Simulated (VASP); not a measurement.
# Ti in VASP: further runs

The runs below take Ti through electric field gradients, with PBE.

Everything below comes from runs of VASP 6.6.1. Logs are shortened: lines on timing, memory, paths and dates and some standing lists are left out, and cuts for length are marked.

## 1. The cell of the first run

It takes space group I4/mmm (No. 139, tetragonal). The conventional cell has a = 3.216 Å, b = 3.216 Å, c = 3.282 Å, α = 90.00°, β = 90.00°, γ = 90.00°. Ti (site symmetry 4/mmm) has 14 Ti at 2.80 to 3.28 Å within 3.7 Å.

## 2. Electric field gradients, PBE (equal xx and yy strain of -2 %)

INCAR

```
SYSTEM = Ti
ALGO = Normal ; EDIFF = 1E-8
ENCUT = 520 ; GGA = PE
ISIF = 2 ; ISMEAR = -1
LASPH = .True. ; LCHARG = .False.
LEFG = .True. ; LREAL = .False.
LWAVE = .False. ; NBANDS = 12
NELM = 100 ; PREC = Accurate
SIGMA = 0.05
```

KPOINTS

```
k-points
0
Gamma
  14 14 14
  0 0 0
```

POSCAR

```
Ti
1.0
   -1.6081800000      1.6081800000      1.6410000000
    1.6081800000     -1.6081800000      1.6410000000
    1.6081800000      1.6081800000     -1.6410000000
Ti
1
Direct
    0.0000000000      0.0000000000      0.0000000000
```

Potentials or basis: VASP PAW PBE potentials, release 64 (Ti_sv).

On the command line:

```
$ cat potpaw_PBE.64/Ti_sv/POTCAR > POTCAR
$ mpirun -np 1 vasp_std > vasp.out
```

OUTCAR:

```text
SYSTEM = Ti
   EDIFF = 1E-8
   ENCUT = 520
   GGA = PE
   ISIF = 2
   ISMEAR = -1
   LASPH = .True.
   LREAL = .False.
   NELM = 100
   PREC = Accurate

 ion  position               nearest neighbor table
   1  0.000  0.000  0.000-

  LATTYP: Found a body centered tetragonal cell.
 ALAT       =     3.2163600000
 C/A-ratio  =     1.0204081633

  Lattice vectors:

 A1 = (  -1.6081800000,   1.6081800000,   1.6410000000)
 A2 = (   1.6081800000,  -1.6081800000,   1.6410000000)
 A3 = (   1.6081800000,   1.6081800000,  -1.6410000000)

Analysis of symmetry for initial positions (statically):
=====================================================================
 Subroutine PRICEL returns:
 Original cell was already a primitive cell.

 Routine SETGRP: Setting up the symmetry group for a
 body centered tetragonal supercell.

 Subroutine GETGRP returns: Found 16 space group operations
 (whereof 16 operations were pure point group operations)
 out of a pool of 16 trial point group operations.

The static configuration has the point symmetry D_4h.

Analysis of symmetry for dynamics (positions and initial velocities):
=====================================================================
 Subroutine PRICEL returns:
 Original cell was already a primitive cell.

 Routine SETGRP: Setting up the symmetry group for a
 body centered tetragonal supercell.

 Subroutine GETGRP returns: Found 16 space group operations
 (whereof 16 operations were pure point group operations)
 out of a pool of 16 trial point group operations.

The dynamic configuration has the point symmetry D_4h.

 Subroutine INISYM returns: Found 16 space group operations
 (whereof 16 operations are pure point group operations),
 and found     1 'primitive' translations

----------------------------------------------------------------------------------------

                                     Primitive cell

  volume of cell :      16.9761

  direct lattice vectors                    reciprocal lattice vectors
    -1.608180000  1.608180000  1.641000000     0.000000000  0.310910470  0.304692261
     1.608180000 -1.608180000  1.641000000     0.310910470  0.000000000  0.304692261
     1.608180000  1.608180000 -1.641000000     0.310910470  0.310910470  0.000000000

  length of vectors
     2.804526132  2.804526132  2.804526132     0.435319072  0.435319072  0.439693804

  position of ions in fractional coordinates (direct lattice)
     0.000000000  0.000000000  0.000000000

  ion indices of the primitive-cell ions
   primitive index   ion index
                 1           1

----------------------------------------------------------------------------------------

 KPOINTS: k-points

Automatic generation of k-mesh.
 Grid dimensions read from file:
 generate k-points for:   14   14   14

 Generating k-lattice:

  Cartesian coordinates                     Fractional coordinates (reciprocal lattice)
     0.000000000  0.022207891  0.021763733     0.071428571  0.000000000 -0.000000000
     0.022207891  0.000000000  0.021763733     0.000000000  0.071428571 -0.000000000
     0.022207891  0.022207891  0.000000000     0.000000000  0.000000000  0.071428571

  Length of vectors
     0.031094219  0.031094219  0.031406700

  Shift w.r.t. Gamma in fractional coordinates (k-lattice)
     0.000000000  0.000000000  0.000000000

 Subroutine IBZKPT returns following result:
 ===========================================

 Found    244 irreducible k-points:

 Following reciprocal coordinates:
            Coordinates               Weight
  0.000000  0.000000  0.000000      1.000000
  0.071429  0.000000 -0.000000      8.000000
  0.142857  0.000000 -0.000000      8.000000
  0.214286  0.000000 -0.000000      8.000000
  0.285714  0.000000 -0.000000      8.000000
  0.357143  0.000000 -0.000000      8.000000
[... 16 lines left out ...]
  0.214286  0.142857 -0.000000     16.000000
  0.285714  0.142857 -0.000000     16.000000
 [... further k-points ...]
   k-points           NKPTS =    244   k-points in BZ     NKDIM =    244   number of bands    NBANDS=     12
   number of dos      NEDOS =    301   number of ions     NIONS =      1
   total plane-waves  NPLWV =  13824
   dimension x,y,z NGX =    24 NGY =   24 NGZ =   24
   dimension x,y,z NGXF=    48 NGYF=   48 NGZF=   48
   ions per type =               1
   NGX,Y,Z   is equivalent  to a cutoff of  14.23, 14.23, 14.23 a.u.
   NGXF,Y,Z  is equivalent  to a cutoff of  28.45, 28.45, 28.45 a.u.
 SYSTEM =  Ti
   PREC   = accura    normal or accurate (medium, high low for compatibility)
   ISTART =      0    job   : 0-new  1-cont  2-samecut
   ICHARG =      2    charge: 1-file 2-atom 10-const
   ISPIN  =      1    spin polarized calculation?
   LNONCOLLINEAR =      F non collinear calculations
   LSORBIT =      F    spin-orbit coupling
   LASPH  =      T    aspherical Exc in radial PAW
   ENCUT  =  520.0 eV  38.22 Ry    6.18 a.u.   5.21  5.21  5.21*2*pi/ulx,y,z
   NELM   =    100;   NELMIN=  2; NELMDL= -5     # of ELM steps
   EDIFF  = 0.1E-07   stopping-criterion for ELM
   LREAL  =      F    real-space projection
   EDIFFG = 0.1E-06   stopping-criterion for IOM
   NSW    =      0    number of steps for IOM
   IBRION =     -1    ionic relax: 0-MD 1-quasi-New 2-CG
   NFREE  =      0    steps in history (QN), initial steepest desc. (CG)
   ISIF   =      2    stress and relaxation
   ISYM   =      2    0-nonsym 1-usesym 2-fastsym
   POTIM  = 0.5000    time-step for ionic-motion
   TEBEG  =    0.0;   TEEND  =   0.0 temperature during run
   PSTRESS=    0.0 pullay stress
   NELECT =      12.0000    total number of electrons
   NUPDOWN=      -1.0000    fix difference up-down
   EMIN   =  10.00;   EMAX   =-10.00  energy-range for DOS
   EFERMI =   0.00;   METHOD = LEGACY
   ISMEAR =    -1;   SIGMA  =   0.05  broadening in eV -4-tet -1-fermi 0-gaus
   EFERMI_NEDOS =   21; number of points for ismear=-14 and -15
   IALGO  =     38    algorithm
   IMIX   =      4    mixing-type and parameters
     AMIX     =   0.40;   BMIX     =  1.00
     AMIX_MAG =   1.60;   BMIX_MAG =  1.00
  volume/ion in A,a.u.               =      16.98       114.56
  Fermi-wavevector in a.u.,A,eV,Ry     =   1.458330  2.755845 28.935888  2.126728
  Thomas-Fermi vector in A             =   2.575027
   LORBIT       =      0    0 simple, 1 ext, 2 COOP (PROOUT), +10 PAW based schemes
   GGA     = PE    functional components
   LHFCALC =     F    Hartree Fock is set to
   AEXX    =    0.0000 exact exchange contribution
   IVDW    =     0    specifies the selected vdW correction
   LEPSILON=     F    determine dielectric tensor
   LRPA    =     F    only Hartree local field effects (RPA)
 non-spin polarized calculation
  energy-cutoff  :      520.00
  volume of cell :       16.98
 maximum number of plane-waves:       474
 NGX is ok and might be reduce to    24
   NGX = 11   NGY = 11   NGZ = 11

 number of electron      11.9999997 magnetization

 Free energy of the ion-electron system (eV)
  ---------------------------------------------------
  ext. energy  EPLUGINS =         0.00000000
  ---------------------------------------------------
  free energy    TOTEN  =        -7.73255053 eV

  energy without entropy =       -7.71297895  energy(sigma->0) =       -7.72276474

 E-fermi :   8.3187     XC(G=0): -11.6018

 val. band max:        8.3183488868   @ k =   0.5000   0.2857   0.0714
 cond. band min:       8.3230264578   @ k =   0.5000   0.2857   0.0000
 fundamental gap:      0.0046775710
 Fermi energy:         8.3187329330

 k-point     1 :       0.0000    0.0000    0.0000
  band No.  band energies     occupation
      1     -48.1642      2.00000
      2     -23.9936      2.00000
      3     -23.9936      2.00000
      4     -23.9922      2.00000
      5       2.3230      2.00000
      6       9.2861      0.00000
      7       9.2861      0.00000
      8       9.4321      0.00000
      9      11.0504      0.00000
     10      11.2217      0.00000
     11      25.6628      0.00000
     12      26.0248      0.00000

 k-point     2 :       0.0714    0.0000   -0.0000
  band No.  band energies     occupation
      1     -48.1572      2.00000
      2     -24.0303      2.00000
      3     -24.0048      2.00000
      4     -23.9930      2.00000
      5       2.5001      2.00000
      6       9.2588      0.00000
      7       9.2645      0.00000
      8       9.5091      0.00000
      9      10.9750      0.00000
     10      11.2046      0.00000
     11      25.5227      0.00000
     12      25.8989      0.00000

 k-point     3 :       0.1429    0.0000   -0.0000
  band No.  band energies     occupation
      1     -48.1375      2.00000
      2     -24.1343      2.00000
      3     -24.0362      2.00000
      4     -23.9933      2.00000
      5       3.0101      2.00000
      6       9.0589      0.00000
      7       9.1539      0.00000
      8       9.8685      0.00000
      9      10.8138      0.00000
     10      11.2012      0.00000
     11      24.7279      0.00000
     12      25.5861      0.00000
[... 286 lines left out ...]
 k-point    23 :       0.2143    0.1429   -0.0000
  band No.  band energies     occupation
      1     -48.0656      2.00000
      2     -24.4646      2.00000
      3     -24.1494      2.00000
      4     -24.0311      2.00000
      5       5.0783      2.00000
      6       8.2766      1.39821
      7       8.5076      0.04477
      8      10.6910      0.00000
      9      11.3732      0.00000
     10      11.6968      0.00000
     11      21.5003      0.00000
     12      22.5940      0.00000

 k-point    24 :       0.2857    0.1429   -0.0000
  band No.  band energies     occupation
      1     -48.0394      2.00000
      2     -24.5710      2.00000
      3     -24.2084      2.00000
      4     -24.0357      2.00000
      5       5.8251      2.00000
      6       8.0871      1.98073
      7       8.4016      0.32030
      8      10.8698      0.00000
      9      11.4419      0.00000
     10      12.5008      0.00000
     11      19.5525      0.00000
     12      21.8370      0.00000

 [... further k-points ...]
[... 5 lines left out ...]
  --------------------------------------------------------------------------------------
  -------------------------------------------------------------------------------------
  Total        0.1501083      0.1501083      0.1988268      0.0000000     -0.0000000      0.0000000
  in kB       14.1669803     14.1669803     18.7649558      0.0000000     -0.0000000      0.0000000
  external PRESSURE =      15.6996388 kB  Pullay stress =       0.0000000 kB

 VOLUME and BASIS-vectors are now :
 -----------------------------------------------------------------------------
  energy-cutoff  :      520.00
  volume of cell :       16.98
      direct lattice vectors                 reciprocal lattice vectors
    -1.608180000  1.608180000  1.641000000     0.000000000  0.310910470  0.304692261
     1.608180000 -1.608180000  1.641000000     0.310910470  0.000000000  0.304692261
     1.608180000  1.608180000 -1.641000000     0.310910470  0.310910470  0.000000000

 POSITION                                       TOTAL-FORCE (eV/Angst)
 -----------------------------------------------------------------------------------
      0.00000      0.00000      0.00000         0.000000     -0.000000      0.000000
 -----------------------------------------------------------------------------------
    total drift:                               -0.000000      0.000000      0.000000

  FREE ENERGIE OF THE ION-ELECTRON SYSTEM (eV)
  ---------------------------------------------------
  free  energy   TOTEN  =        -7.7325505278 eV

  energy  without entropy=       -7.7129789504  energy(sigma->0) =       -7.72276474

 Electric field gradients (V/A^2)
---------------------------------------------------------------------
 ion       V_xx      V_yy      V_zz      V_xy      V_xz      V_yz
---------------------------------------------------------------------
   1       0.153     0.153    -0.307    -0.000     0.000     0.000
---------------------------------------------------------------------

 Electric field gradients after diagonalization (V/A^2)
 (convention: |V_zz| > |V_xx| > |V_yy|)
----------------------------------------------------------------------
 ion       V_xx      V_yy      V_zz     asymmetry (V_yy - V_xx)/ V_zz
----------------------------------------------------------------------
   1       0.153     0.153    -0.307       0.000
----------------------------------------------------------------------

           NMR quadrupolar parameters

 Cq : quadrupolar parameter    Cq=e*Q*V_zz/h
 eta: asymmetry parameters     (V_yy - V_xx)/ V_zz
 Q  : nuclear electric quadrupole moment in mb (millibarn)
----------------------------------------------------------------------
 ion       Cq(MHz)       eta       Q (mb)
----------------------------------------------------------------------
   1      -0.001       0.000       1.000
----------------------------------------------------------------------
```

Run time: 27 s. Hardware: 1 thread of AMD EPYC 9R45 (Zen 5), shared host; peak memory 0.13 GiB.

Results:

| Property | Result |
| --- | --- |
| Free energy | -7.7326 eV |
| Pressure | 1.6 GPa |
| Band gap on the k mesh | zero (bands 6 and 7 overlap by 1.63 eV) |
| Largest electric field gradient by atom | Ti -0.3 V/Å² |

Electric field gradients, principal values (V/Å²):
```tsv
atom	least	middle	greatest (by size)
1 Ti	0.153	0.153	-0.307
```

Caveat: the cell differs from its parent crystal (equal xx and yy strain of -2 %); without QUAD_EFG the Cq values of the log hold for a quadrupole moment of 1 mb, not for the nuclei.

## 3. Electric field gradients, PBE (equal xx and yy strain of +1 %)

INCAR

```
  PREC = Accurate
  ENCUT = 520
  EDIFF = 1E-8
  ISMEAR = -1
  SIGMA = 0.05
  LREAL = False
  LASPH = True
  NELM = 80
  ALGO = Normal
  ISIF = 2
  LWAVE = False
  LCHARG = False
  GGA = PE
  LEFG = True
  NBANDS = 12
```

KPOINTS

```
Automatic mesh
0
Gamma
  14 14 14
```

POSCAR

```
Ti
1.0
   -1.6574100000      1.6574100000      1.6410000000
    1.6574100000     -1.6574100000      1.6410000000
    1.6574100000      1.6574100000     -1.6410000000
Ti
1
Direct
    0.0000000000      0.0000000000      0.0000000000
```

Potentials or basis: VASP PAW PBE potentials, release 64 (Ti_sv).

On the command line:

```
$ cat potpaw_PBE.64/Ti_sv/POTCAR > POTCAR
$ mpirun -np 1 vasp_std > vasp.out
```

OUTCAR:

```text
PREC = Accurate
   ENCUT = 520
   EDIFF = 1E-8
   ISMEAR = -1
   LREAL = False
   LASPH = True
   NELM = 80
   ISIF = 2
   GGA = PE

 ion  position               nearest neighbor table
   1  0.000  0.000  0.000-

  LATTYP: Found a body centered tetragonal cell.
 ALAT       =     3.3148200000
 C/A-ratio  =     0.9900990099

  Lattice vectors:

 A1 = (  -1.6574100000,   1.6574100000,   1.6410000000)
 A2 = (   1.6574100000,  -1.6574100000,   1.6410000000)
 A3 = (   1.6574100000,   1.6574100000,  -1.6410000000)

Analysis of symmetry for initial positions (statically):
=====================================================================
 Subroutine PRICEL returns:
 Original cell was already a primitive cell.

 Routine SETGRP: Setting up the symmetry group for a
 body centered tetragonal supercell.

 Subroutine GETGRP returns: Found 16 space group operations
 (whereof 16 operations were pure point group operations)
 out of a pool of 16 trial point group operations.

The static configuration has the point symmetry D_4h.

Analysis of symmetry for dynamics (positions and initial velocities):
=====================================================================
 Subroutine PRICEL returns:
 Original cell was already a primitive cell.

 Routine SETGRP: Setting up the symmetry group for a
 body centered tetragonal supercell.

 Subroutine GETGRP returns: Found 16 space group operations
 (whereof 16 operations were pure point group operations)
 out of a pool of 16 trial point group operations.

The dynamic configuration has the point symmetry D_4h.
[... 153 lines left out ...]
  band No.  band energies     occupation
      1     -48.9066      2.00000
      2     -24.8046      2.00000
      3     -24.8034      2.00000
      4     -24.8034      2.00000
      5       1.8333      2.00000
      6       8.6100      0.00000
      7       8.6779      0.00000
      8       8.6779      0.00000
      9      10.2906      0.00000
     10      10.3703      0.00000
     11      24.7901      0.00000
     12      24.7901      0.00000
[... 331 lines left out ...]
 k-point    24 :       0.2857    0.1429   -0.0000
  band No.  band energies     occupation
      1     -48.8079      2.00000
      2     -25.2813      2.00000
      3     -24.9821      2.00000
      4     -24.8443      2.00000
      5       5.2730      2.00000
      6       7.4624      1.98174
      7       7.7625      0.42303
      8      10.0901      0.00000
      9      10.7113      0.00000
     10      11.5474      0.00000
     11      18.2942      0.00000
     12      20.5574      0.00000

 [... further k-points ...]
[... 5 lines left out ...]
  --------------------------------------------------------------------------------------
  -------------------------------------------------------------------------------------
  Total       -0.4918379     -0.4918379     -0.5274141      0.0000000     -0.0000000      0.0000000
  in kB      -43.7022762    -43.7022762    -46.8634009      0.0000000     -0.0000000      0.0000000
  external PRESSURE =     -44.7559845 kB  Pullay stress =       0.0000000 kB

 VOLUME and BASIS-vectors are now :
 -----------------------------------------------------------------------------
  energy-cutoff  :      520.00
  volume of cell :       18.03
      direct lattice vectors                 reciprocal lattice vectors
    -1.657410000  1.657410000  1.641000000     0.000000000  0.301675506  0.304692261
     1.657410000 -1.657410000  1.641000000     0.301675506  0.000000000  0.304692261
     1.657410000  1.657410000 -1.641000000     0.301675506  0.301675506  0.000000000

 POSITION                                       TOTAL-FORCE (eV/Angst)
 -----------------------------------------------------------------------------------
      0.00000      0.00000      0.00000        -0.000000     -0.000000      0.000000
 -----------------------------------------------------------------------------------
    total drift:                               -0.000000      0.000000      0.000000

  FREE ENERGIE OF THE ION-ELECTRON SYSTEM (eV)
  ---------------------------------------------------
  free  energy   TOTEN  =        -7.7222461957 eV

  energy  without entropy=       -7.7011876633  energy(sigma->0) =       -7.71171693

 Electric field gradients (V/A^2)
---------------------------------------------------------------------
 ion       V_xx      V_yy      V_zz      V_xy      V_xz      V_yz
---------------------------------------------------------------------
   1       0.012     0.012    -0.025     0.001     0.001     0.001
---------------------------------------------------------------------

 Electric field gradients after diagonalization (V/A^2)
 (convention: |V_zz| > |V_xx| > |V_yy|)
----------------------------------------------------------------------
 ion       V_xx      V_yy      V_zz     asymmetry (V_yy - V_xx)/ V_zz
----------------------------------------------------------------------
   1       0.013     0.012    -0.025       0.064
----------------------------------------------------------------------

           NMR quadrupolar parameters

 Cq : quadrupolar parameter    Cq=e*Q*V_zz/h
 eta: asymmetry parameters     (V_yy - V_xx)/ V_zz
 Q  : nuclear electric quadrupole moment in mb (millibarn)
----------------------------------------------------------------------
 ion       Cq(MHz)       eta       Q (mb)
----------------------------------------------------------------------
   1      -0.000       0.064       1.000
----------------------------------------------------------------------
```

It took 28 s on 1 thread of AMD EPYC 9R45 (Zen 5), shared host; peak memory 0.14 GiB.

Results:

```yaml
Free_energy: -7.7222 eV
Pressure: -4.5 GPa
Band_gap_on_the_k_mesh: zero (bands 6 and 7 overlap by 1.57 eV)
Largest_electric_field_gradient_by_atom: zero within the noise of the run
```

Levels at points of the mesh, in eV from the Fermi level:
```tsv
k point	band 4	band 5	band 6	band 7	band 8	band 9
(0.00, 0.00, 0.00)	-32.50	-5.86	0.91	0.98	0.98	2.59
(0.50, 0.00, 0.00)	-32.51	-2.36	-0.38	1.06	2.64	2.96
(0.50, 0.50, 0.00)	-32.50	-2.36	-0.30	1.00	2.56	2.93
(0.50, 0.50, 0.50)	-32.90	-1.99	-1.96	3.73	3.73	3.75
```

Caveat: the cell differs from its parent crystal (equal xx and yy strain of +1 %); the cell stands under tension.

(Continued in part 2 of 2.)
